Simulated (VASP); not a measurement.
# Pd (Fm-3m) in VASP: single point with PBE

Aim: the single point of Pd with PBE.

Everything below comes from runs of VASP 6.6.1. Logs are shortened: lines on timing, memory, paths and dates and some standing lists are left out, and cuts for length are marked.

**1. The cell of the first run**

It takes space group Fm-3m (No. 225, cubic). The conventional cell has a = 3.970 Å, b = 3.970 Å, c = 3.970 Å, α = 90.00°, β = 90.00°, γ = 90.00°. Within 3.7 Å of Pd (site symmetry m-3m) lie 12 Pd at 2.81 Å.

**2. Single point, PBE (Ag replaced by Pd, lengths x 0.975, strained)**

Contents of INCAR:

```
  PREC = Accurate
  ENCUT = 520
  EDIFF = 1E-7
  ISMEAR = 0
  SIGMA = 0.1
  LREAL = False
  LASPH = True
  NELM = 100
  ALGO = Fast
  ISIF = 2
  LWAVE = False
  LCHARG = False
  GGA = PE
  NBANDS = 11
```

Contents of KPOINTS:

```
Automatic mesh
0
Gamma
  18 18 18
```

Contents of POSCAR:

```
Pd
1.0
    0.0000000000      1.9848236583      1.9848236583
    1.9848236583      0.0000000000      1.9848236583
    1.9848236583      1.9848236583      0.0000000000
Pd
1
Direct
    0.0000000000      0.0000000000      0.0000000000
```

Potentials or basis: VASP PAW PBE potentials, release 64 (Pd).

Run with:

```console
$ cat potpaw_PBE.64/Pd/POTCAR > POTCAR
$ mpirun -np 1 vasp_std > vasp.out
```

OUTCAR:

```text
PREC = Accurate
   ENCUT = 520
   EDIFF = 1E-7
   ISMEAR = 0
   LREAL = False
   LASPH = True
   NELM = 100
   ISIF = 2
   GGA = PE

 ion  position               nearest neighbor table
   1  0.000  0.000  0.000-

  LATTYP: Found a face centered cubic cell.
 ALAT       =     3.9696473166

  Lattice vectors:

 A1 = (   0.0000000000,   1.9848236583,   1.9848236583)
 A2 = (   1.9848236583,   0.0000000000,   1.9848236583)
 A3 = (   1.9848236583,   1.9848236583,   0.0000000000)

Analysis of symmetry for initial positions (statically):
=====================================================================
 Subroutine PRICEL returns:
 Original cell was already a primitive cell.

 Routine SETGRP: Setting up the symmetry group for a
 face centered cubic supercell.

 Subroutine GETGRP returns: Found 48 space group operations
 (whereof 48 operations were pure point group operations)
 out of a pool of 48 trial point group operations.

The static configuration has the point symmetry O_h .

Analysis of symmetry for dynamics (positions and initial velocities):
=====================================================================
 Subroutine PRICEL returns:
 Original cell was already a primitive cell.

 Routine SETGRP: Setting up the symmetry group for a
 face centered cubic supercell.

 Subroutine GETGRP returns: Found 48 space group operations
 (whereof 48 operations were pure point group operations)
 out of a pool of 48 trial point group operations.

The dynamic configuration has the point symmetry O_h .

 Subroutine INISYM returns: Found 48 space group operations
 (whereof 48 operations are pure point group operations),
 and found     1 'primitive' translations

----------------------------------------------------------------------------------------

                                     Primitive cell

  volume of cell :      15.6385

  direct lattice vectors                    reciprocal lattice vectors
     0.000000000  1.984823658  1.984823658    -0.251911548  0.251911548  0.251911548
     1.984823658  0.000000000  1.984823658     0.251911548 -0.251911548  0.251911548
     1.984823658  1.984823658  0.000000000     0.251911548  0.251911548 -0.251911548

  length of vectors
     2.806964536  2.806964536  2.806964536     0.436323600  0.436323600  0.436323600

  position of ions in fractional coordinates (direct lattice)
     0.000000000  0.000000000  0.000000000

  ion indices of the primitive-cell ions
[... 80 lines left out ...]
   ISIF   =      2    stress and relaxation
   ISYM   =      2    0-nonsym 1-usesym 2-fastsym
   POTIM  = 0.5000    time-step for ionic-motion
   TEBEG  =    0.0;   TEEND  =   0.0 temperature during run
   PSTRESS=    0.0 pullay stress
   NELECT =      10.0000    total number of electrons
   NUPDOWN=      -1.0000    fix difference up-down
   EMIN   =  10.00;   EMAX   =-10.00  energy-range for DOS
   EFERMI =   0.00;   METHOD = LEGACY
   ISMEAR =     0;   SIGMA  =   0.10  broadening in eV -4-tet -1-fermi 0-gaus
   EFERMI_NEDOS =   21; number of points for ismear=-14 and -15
   IALGO  =     68    algorithm
   IMIX   =      4    mixing-type and parameters
     AMIX     =   0.40;   BMIX     =  1.00
     AMIX_MAG =   1.60;   BMIX_MAG =  1.00
  volume/ion in A,a.u.               =      15.64       105.53
  Fermi-wavevector in a.u.,A,eV,Ry     =   1.410402  2.665273 27.065168  1.989234
  Thomas-Fermi vector in A             =   2.532359
   LORBIT       =      0    0 simple, 1 ext, 2 COOP (PROOUT), +10 PAW based schemes
   GGA     = PE    functional components
   LHFCALC =     F    Hartree Fock is set to
   AEXX    =    0.0000 exact exchange contribution
   IVDW    =     0    specifies the selected vdW correction
   LEPSILON=     F    determine dielectric tensor
   LRPA    =     F    only Hartree local field effects (RPA)
 non-spin polarized calculation
 RMM-DIIS sequential band-by-band and
 Gauss-broadening in eV      SIGMA  =   0.10
  energy-cutoff  :      520.00
  volume of cell :       15.64
 maximum number of plane-waves:       444
 NGX is ok and might be reduce to    24
   NGX = 11   NGY = 11   NGZ = 11

 number of electron      10.0000001 magnetization

 Free energy of the ion-electron system (eV)
  ---------------------------------------------------
  ext. energy  EPLUGINS =         0.00000000
  ---------------------------------------------------
  free energy    TOTEN  =        -5.22217256 eV

  energy without entropy =       -5.20961954  energy(sigma->0) =       -5.21589605

 E-fermi :   8.8196     XC(G=0): -12.8228

 val. band max:        8.8175608073   @ k =  -0.4444   0.3889   0.1111
 cond. band min:       8.8244924647   @ k =  -0.3889   0.3889   0.0556
 fundamental gap:      0.0069316574
 Fermi energy:         8.8195656324

 k-point     1 :       0.0000    0.0000    0.0000
  band No.  band energies     occupation
      1       2.1309      2.00000
      2       6.2413      2.00000
      3       6.2413      2.00000
      4       6.2413      2.00000
      5       7.7044      2.00000
      6       7.7044      2.00000
      7      25.9742      0.00000
      8      30.4200      0.00000
      9      30.4200      0.00000
     10      30.4200      0.00000
     11      35.2993      0.00000
[... 309 lines left out ...]
 k-point    24 :      -0.2222    0.0556    0.0000
  band No.  band energies     occupation
      1       3.7807      2.00000
      2       6.0444      2.00000
      3       6.5409      2.00000
      4       6.5707      2.00000
      5       7.6021      2.00000
      6       8.0786      2.00000
      7      23.2661      0.00000
      8      26.8496      0.00000
      9      30.3348      0.00000
     10      32.8525      0.00000
     11      33.1097      0.00000

 [... further k-points ...]

------------------------ aborting loop because EDIFF is reached ----------------------------------------

  FORCE on cell =-STRESS in cart. coord.  units (eV):
  Direction    XX          YY          ZZ          XY          YZ          ZX
  --------------------------------------------------------------------------------------
  -------------------------------------------------------------------------------------
  Total       -0.3481072     -0.3481072     -0.3481072     -0.0000000      0.0000000      0.0000000
  in kB      -35.6638120    -35.6638120    -35.6638120     -0.0000000      0.0000000      0.0000000
  external PRESSURE =     -35.6638120 kB  Pullay stress =       0.0000000 kB

 VOLUME and BASIS-vectors are now :
 -----------------------------------------------------------------------------
  energy-cutoff  :      520.00
  volume of cell :       15.64
      direct lattice vectors                 reciprocal lattice vectors
     0.000000000  1.984823658  1.984823658    -0.251911548  0.251911548  0.251911548
     1.984823658  0.000000000  1.984823658     0.251911548 -0.251911548  0.251911548
     1.984823658  1.984823658  0.000000000     0.251911548  0.251911548 -0.251911548

 POSITION                                       TOTAL-FORCE (eV/Angst)
 -----------------------------------------------------------------------------------
      0.00000      0.00000      0.00000         0.000000     -0.000000      0.000000
 -----------------------------------------------------------------------------------
    total drift:                               -0.000000      0.000000     -0.000000

  FREE ENERGIE OF THE ION-ELECTRON SYSTEM (eV)
  ---------------------------------------------------
  free  energy   TOTEN  =        -5.2221725605 eV

  energy  without entropy=       -5.2096195389  energy(sigma->0) =       -5.21589605
```

OSZICAR:

```text
N       E                     dE             d eps       ncg     rms          rms(c)
DAV:   1     0.425915077550E+02    0.42592E+02   -0.51501E+03  4330   0.849E+02
DAV:   2    -0.491032655405E+01   -0.47502E+02   -0.45808E+02  4853   0.181E+02
DAV:   3    -0.548331034289E+01   -0.57298E+00   -0.57069E+00  5201   0.213E+01
DAV:   4    -0.548615250774E+01   -0.28422E-02   -0.28419E-02  5091   0.159E+00
DAV:   5    -0.548618651893E+01   -0.34011E-04   -0.34012E-04  5705   0.153E-01    0.655E+00
RMM:   6    -0.523214340465E+01    0.25404E+00   -0.37884E-01  4462   0.568E+00    0.318E+00
RMM:   7    -0.522505608613E+01    0.70873E-02   -0.62615E-03  4965   0.911E-01    0.175E+00
RMM:   8    -0.522217013047E+01    0.28860E-02   -0.71246E-04  4973   0.241E-01    0.788E-02
RMM:   9    -0.522216674776E+01    0.33827E-05   -0.89920E-05  5580   0.795E-02    0.225E-02
RMM:  10    -0.522217173769E+01   -0.49899E-05   -0.23911E-05  5438   0.368E-02    0.379E-03
RMM:  11    -0.522217238255E+01   -0.64486E-06   -0.80985E-06  5713   0.194E-02    0.358E-03
RMM:  12    -0.522217253554E+01   -0.15299E-06   -0.17461E-06  5309   0.964E-03    0.116E-03
RMM:  13    -0.522217256055E+01   -0.25013E-07   -0.62606E-07  4852   0.495E-03
   1 F= -.52221726E+01 E0= -.52158960E+01  d E =-.125530E-01
```

stdout:

```text
POSCAR found type information on POSCAR Pd
 POSCAR found :  1 types and       1 ions
 scaLAPACK will be used
 LDA part: xc-table for (Slater+PW92), standard interpolation
 POSCAR, INCAR and KPOINTS ok, starting setup
 FFT: planning ... GRIDC
 FFT: planning ... GRID_SOFT
 FFT: planning ... GRID
 WAVECAR not read
 entering main loop
```

Wall time 21 s (1 thread of Intel Xeon 6975P-C, shared host); peak memory 0.17 GiB.

Results:

```
Free energy            : -5.2222 eV
Pressure               : -3.6 GPa
Band gap on the k mesh : zero (band 5 reaches 9.08 eV, above the bottom of band 6 at 7.65 eV)
```

Levels at points of the mesh, in eV from the Fermi level:
| k point | band 2 | band 3 | band 4 | band 5 | band 6 | band 7 | band 8 | band 9 |
| --- | --- | --- | --- | --- | --- | --- | --- | --- |
| (0.00, 0.00, 0.00) | -2.58 | -2.58 | -2.58 | -1.12 | -1.12 | 17.15 | 21.60 | 21.60 |
| (0.50, 0.00, 0.00) | -2.62 | -2.62 | -0.02 | -0.02 | 1.15 | 6.88 | 16.50 | 20.53 |
| (0.50, 0.50, 0.00) | -4.65 | -0.05 | 0.26 | 0.26 | 3.36 | 10.19 | 12.90 | 12.90 |

Caveat: the cell differs from its parent crystal (Ag replaced by Pd, lengths x 0.975, strained).
